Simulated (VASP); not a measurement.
# Ta in VASP: a series of runs

Runs on Ta. Level: PBE. Tasks: single point.

Program: VASP 6.6.1. These are calculated values, not measurements. Logs are shortened: lines on timing, memory, paths and dates and some standing lists are left out, and cuts for length are marked.

### 1 The cell of the first run

The structure is orthorhombic, space group Immm (No. 71). Conventional cell: a = 3.195 Å, b = 3.319 Å, c = 3.502 Å, α = 90.00°, β = 90.00°, γ = 90.00°. Within 3.8 Å of Ta (site symmetry mmm) lie 14 Ta at 2.89 to 3.50 Å.

### 2 Single point, PBE (normal strain along x +0.0550, normal strain along z -0.0375)

Contents of INCAR:

```
  PREC = Accurate
  ENCUT = 520
  EDIFF = 1E-7
  ISMEAR = 0
  SIGMA = 0.15
  LREAL = False
  LASPH = True
  NELM = 60
  ALGO = Fast
  ISIF = 2
  LWAVE = False
  LCHARG = True
  GGA = PE
  LELF = True
  LVHAR = True
  NBANDS = 12
```

Contents of KPOINTS:

```
regular mesh
0
Gamma
  18 18 18
```

Contents of POSCAR:

```
Ta
1.0
   -1.7507551652      1.6594835689      1.5972529351
    1.7507551652     -1.6594835689      1.5972529351
    1.7507551652      1.6594835689     -1.5972529351
Ta
1
Direct
    0.0000000000      0.0000000000      0.0000000000
```

Potentials or basis: VASP PAW PBE potentials, release 64 (Ta_pv).

Launch:

```
$ cat potpaw_PBE.64/Ta_pv/POTCAR > POTCAR
$ mpirun -np 1 vasp_std > vasp.out
```

OUTCAR:

```text
PREC = Accurate
   ENCUT = 520
   EDIFF = 1E-7
   ISMEAR = 0
   LREAL = False
   LASPH = True
   NELM = 60
   ISIF = 2
   GGA = PE

 ion  position               nearest neighbor table
   1  0.000  0.000  0.000-

  LATTYP: Found a body centered orthorhombic cell.
 ALAT       =     3.1945058702
 B/A-ratio  =     1.0389610389
 C/A-ratio  =     1.0961038961

  Lattice vectors:

 A1 = (  -1.7507551652,   1.6594835689,  -1.5972529351)
 A2 = (  -1.7507551652,  -1.6594835689,   1.5972529351)
 A3 = (   1.7507551652,   1.6594835689,   1.5972529351)

Analysis of symmetry for initial positions (statically):
=====================================================================
 Subroutine PRICEL returns:
 Original cell was already a primitive cell.

 Routine SETGRP: Setting up the symmetry group for a
 body centered orthorhombic supercell.

 Subroutine GETGRP returns: Found  8 space group operations
 (whereof  8 operations were pure point group operations)
 out of a pool of  8 trial point group operations.

The static configuration has the point symmetry D_2h.

Analysis of symmetry for dynamics (positions and initial velocities):
=====================================================================
 Subroutine PRICEL returns:
 Original cell was already a primitive cell.

 Routine SETGRP: Setting up the symmetry group for a
 body centered orthorhombic supercell.

 Subroutine GETGRP returns: Found  8 space group operations
 (whereof  8 operations were pure point group operations)
 out of a pool of  8 trial point group operations.

The dynamic configuration has the point symmetry D_2h.

 Subroutine INISYM returns: Found  8 space group operations
 (whereof  8 operations are pure point group operations),
 and found     1 'primitive' translations

----------------------------------------------------------------------------------------

                                     Primitive cell

  volume of cell :      18.5623

  direct lattice vectors                    reciprocal lattice vectors
    -1.750755165  1.659483569  1.597252935     0.000000000  0.301298554  0.313037459
     1.750755165 -1.659483569  1.597252935     0.285591047  0.000000000  0.313037459
     1.750755165  1.659483569 -1.597252935     0.285591047  0.301298554  0.000000000

  length of vectors
     2.893137795  2.893137795  2.893137795     0.434480459  0.423738949  0.415142222

  position of ions in fractional coordinates (direct lattice)
     0.000000000  0.000000000  0.000000000

  ion indices of the primitive-cell ions
   primitive index   ion index
                 1           1

----------------------------------------------------------------------------------------

 KPOINTS: regular mesh

Automatic generation of k-mesh.
 Grid dimensions read from file:
 generate k-points for:   18   18   18

 Generating k-lattice:

  Cartesian coordinates                     Fractional coordinates (reciprocal lattice)
     0.000000000  0.016738809  0.017390970     0.055555556 -0.000000000  0.000000000
     0.015866169  0.000000000  0.017390970     0.000000000  0.055555556  0.000000000
     0.015866169  0.016738809  0.000000000     0.000000000 -0.000000000  0.055555556

  Length of vectors
     0.024137803  0.023541053  0.023063457

  Shift w.r.t. Gamma in fractional coordinates (k-lattice)
     0.000000000  0.000000000  0.000000000

 Subroutine IBZKPT returns following result:
 ===========================================

 Found    865 irreducible k-points:

 Following reciprocal coordinates:
            Coordinates               Weight
  0.000000  0.000000  0.000000      1.000000
  0.055556  0.000000 -0.000000      4.000000
  0.111111  0.000000 -0.000000      4.000000
  0.166667  0.000000 -0.000000      4.000000
  0.222222  0.000000 -0.000000      4.000000
  0.277778  0.000000  0.000000      4.000000
[... 16 lines left out ...]
 -0.333333  0.055556  0.000000      8.000000
 -0.277778  0.055556  0.000000      8.000000
 [... further k-points ...]
   k-points           NKPTS =    865   k-points in BZ     NKDIM =    865   number of bands    NBANDS=     12
   number of dos      NEDOS =    301   number of ions     NIONS =      1
   total plane-waves  NPLWV =  13824
   dimension x,y,z NGX =    24 NGY =   24 NGZ =   24
   dimension x,y,z NGXF=    48 NGYF=   48 NGZF=   48
   ions per type =               1
   NGX,Y,Z   is equivalent  to a cutoff of  13.79, 13.79, 13.79 a.u.
   NGXF,Y,Z  is equivalent  to a cutoff of  27.58, 27.58, 27.58 a.u.
 SYSTEM =  unknown system
   PREC   = accura    normal or accurate (medium, high low for compatibility)
   ISTART =      0    job   : 0-new  1-cont  2-samecut
   ICHARG =      2    charge: 1-file 2-atom 10-const
   ISPIN  =      1    spin polarized calculation?
   LNONCOLLINEAR =      F non collinear calculations
   LSORBIT =      F    spin-orbit coupling
   LASPH  =      T    aspherical Exc in radial PAW
   ENCUT  =  520.0 eV  38.22 Ry    6.18 a.u.   5.38  5.38  5.38*2*pi/ulx,y,z
   NELM   =     60;   NELMIN=  2; NELMDL= -5     # of ELM steps
   EDIFF  = 0.1E-06   stopping-criterion for ELM
   LREAL  =      F    real-space projection
   EDIFFG = 0.1E-05   stopping-criterion for IOM
   NSW    =      0    number of steps for IOM
   IBRION =     -1    ionic relax: 0-MD 1-quasi-New 2-CG
   NFREE  =      0    steps in history (QN), initial steepest desc. (CG)
   ISIF   =      2    stress and relaxation
   ISYM   =      2    0-nonsym 1-usesym 2-fastsym
   POTIM  = 0.5000    time-step for ionic-motion
   TEBEG  =    0.0;   TEEND  =   0.0 temperature during run
   PSTRESS=    0.0 pullay stress
   NELECT =      11.0000    total number of electrons
   NUPDOWN=      -1.0000    fix difference up-down
   EMIN   =  10.00;   EMAX   =-10.00  energy-range for DOS
   EFERMI =   0.00;   METHOD = LEGACY
   ISMEAR =     0;   SIGMA  =   0.15  broadening in eV -4-tet -1-fermi 0-gaus
   EFERMI_NEDOS =   21; number of points for ismear=-14 and -15
   IALGO  =     68    algorithm
   IMIX   =      4    mixing-type and parameters
     AMIX     =   0.40;   BMIX     =  1.00
     AMIX_MAG =   1.60;   BMIX_MAG =  1.00
  volume/ion in A,a.u.               =      18.56       125.26
  Fermi-wavevector in a.u.,A,eV,Ry     =   1.375081  2.598527 25.726556  1.890849
  Thomas-Fermi vector in A             =   2.500449
   LORBIT       =      0    0 simple, 1 ext, 2 COOP (PROOUT), +10 PAW based schemes
   GGA     = PE    functional components
   LHFCALC =     F    Hartree Fock is set to
   AEXX    =    0.0000 exact exchange contribution
   IVDW    =     0    specifies the selected vdW correction
   LEPSILON=     F    determine dielectric tensor
   LRPA    =     F    only Hartree local field effects (RPA)
 non-spin polarized calculation
 RMM-DIIS sequential band-by-band and
 Gauss-broadening in eV      SIGMA  =   0.15
  energy-cutoff  :      520.00
  volume of cell :       18.56
 maximum number of plane-waves:       514
 NGX is ok and might be reduce to    24
   NGX = 11   NGY = 11   NGZ = 11

 number of electron      11.0000000 magnetization

 Free energy of the ion-electron system (eV)
  ---------------------------------------------------
  ext. energy  EPLUGINS =         0.00000000
  ---------------------------------------------------
  free energy    TOTEN  =       -11.79459021 eV

  energy without entropy =      -11.77883597  energy(sigma->0) =      -11.78671309

 E-fermi :   5.2751     XC(G=0): -12.4642

 val. band max:        5.2730518338   @ k =   0.1667  -0.1111   0.1111
 cond. band min:       5.2759966817   @ k =   0.2778  -0.1111   0.0556
 fundamental gap:      0.0029448479
 Fermi energy:         5.2751169890

 k-point     1 :       0.0000    0.0000    0.0000
  band No.  band energies     occupation
      1     -27.9542      2.00000
      2     -27.9474      2.00000
      3     -27.9363      2.00000
      4      -2.5544      2.00000
      5       5.5013      0.03300
      6       6.0106      0.00000
      7       6.6080      0.00000
      8       8.4284      0.00000
      9       9.7266      0.00000
     10      19.3484      0.00000
     11      20.2330      0.00000
     12      20.9768      0.00000

 k-point     2 :       0.0556    0.0000   -0.0000
  band No.  band energies     occupation
      1     -27.9768      2.00000
      2     -27.9661      2.00000
      3     -27.9430      2.00000
      4      -2.4140      2.00000
      5       5.4992      0.03462
      6       6.0414      0.00000
      7       6.5580      0.00000
      8       8.4487      0.00000
      9       9.5888      0.00000
     10      19.6077      0.00000
     11      20.4642      0.00000
     12      21.1915      0.00000

 k-point     3 :       0.1111    0.0000   -0.0000
  band No.  band energies     occupation
      1     -28.0741      2.00000
      2     -28.0001      2.00000
      3     -27.9485      2.00000
      4      -2.0063      2.00000
      5       5.3211      0.66469
      6       6.3295      0.00000
      7       6.3700      0.00000
      8       8.5212      0.00000
      9       9.3148      0.00000
     10      20.3557      0.00000
     11      20.9172      0.00000
     12      21.8418      0.00000
[... 286 lines left out ...]
 k-point    23 :      -0.3333    0.0556    0.0000
  band No.  band energies     occupation
      1     -28.6642      2.00000
      2     -28.2140      2.00000
      3     -27.9891      2.00000
      4       0.5655      2.00000
      5       3.9462      2.00000
      6       5.1764      1.64779
      7       9.1003      0.00000
      8       9.6122      0.00000
      9       9.7388      0.00000
     10      19.2346      0.00000
     11      19.8353      0.00000
     12      21.2290      0.00000

 k-point    24 :      -0.2778    0.0556    0.0000
  band No.  band energies     occupation
      1     -28.4954      2.00000
      2     -28.1457      2.00000
      3     -27.9788      2.00000
      4      -0.1371      2.00000
      5       4.3313      2.00000
      6       5.3035      0.78880
      7       8.3945      0.00000
      8       8.8497      0.00000
      9       9.5096      0.00000
     10      19.8310      0.00000
     11      20.4342      0.00000
     12      22.4299      0.00000

 [... further k-points ...]

------------------------ aborting loop because EDIFF is reached ----------------------------------------

  FORCE on cell =-STRESS in cart. coord.  units (eV):
  Direction    XX          YY          ZZ          XY          YZ          ZX
  --------------------------------------------------------------------------------------
  -------------------------------------------------------------------------------------
  Total       -0.7882757     -0.1473785      0.1863931      0.0000000      0.0000000      0.0000000
  in kB      -68.0388000    -12.7207480     16.0882344      0.0000000      0.0000000      0.0000000
  external PRESSURE =     -21.5571045 kB  Pullay stress =       0.0000000 kB

 VOLUME and BASIS-vectors are now :
 -----------------------------------------------------------------------------
  energy-cutoff  :      520.00
  volume of cell :       18.56
      direct lattice vectors                 reciprocal lattice vectors
    -1.750755165  1.659483569  1.597252935     0.000000000  0.301298554  0.313037459
     1.750755165 -1.659483569  1.597252935     0.285591047  0.000000000  0.313037459
     1.750755165  1.659483569 -1.597252935     0.285591047  0.301298554  0.000000000

 POSITION                                       TOTAL-FORCE (eV/Angst)
 -----------------------------------------------------------------------------------
      0.00000      0.00000      0.00000         0.000000     -0.000000     -0.000000
 -----------------------------------------------------------------------------------
    total drift:                               -0.000000      0.000000      0.000000

  FREE ENERGIE OF THE ION-ELECTRON SYSTEM (eV)
  ---------------------------------------------------
  free  energy   TOTEN  =       -11.7945902056 eV

  energy  without entropy=      -11.7788359735  energy(sigma->0) =      -11.78671309
```

It took 4.5 min on 1 thread of Intel Xeon 8259CL, shared host; peak memory 0.3 GiB.

Results:

```yaml
Free_energy: -11.7946 eV
Pressure: -2.2 GPa
Band_gap_on_the_k_mesh: zero (an odd number of electrons rules out a gap without spin polarisation)
```

Stress tensor (GPa, compression positive):
```
-6.80  0.00  0.00
 0.00 -1.27  0.00
 0.00  0.00  1.61
```

Levels at points of the mesh, in eV from the Fermi level:
```tsv
k point	band 1	band 2	band 3	band 4	band 5	band 6	band 7	band 8	band 9	band 10
(0.00, 0.00, 0.00)	-33.23	-33.22	-33.21	-7.83	0.23	0.74	1.33	3.15	4.45	14.07
(0.50, 0.00, 0.00)	-34.27	-33.61	-33.27	-4.24	-2.04	1.78	4.37	5.29	7.57	11.52
(0.00, 0.50, 0.00)	-34.29	-33.55	-33.24	-4.27	-1.40	1.42	3.26	5.15	7.35	11.16
(0.50, 0.50, 0.00)	-34.29	-33.51	-33.21	-4.31	-0.89	1.14	2.89	4.54	7.32	10.94
(0.50, 0.50, 0.50)	-34.07	-33.94	-33.86	-3.77	-3.54	6.39	6.60	6.75	7.15	8.48
```

Caveat: the cell differs from its parent crystal (normal strain along x +0.0550, normal strain along z -0.0375); the stress differs along the axes, from -7 to 2 GPa; spin-orbit coupling is left out, which moves the levels of the heavy elements.

[end of part 1 of 2]
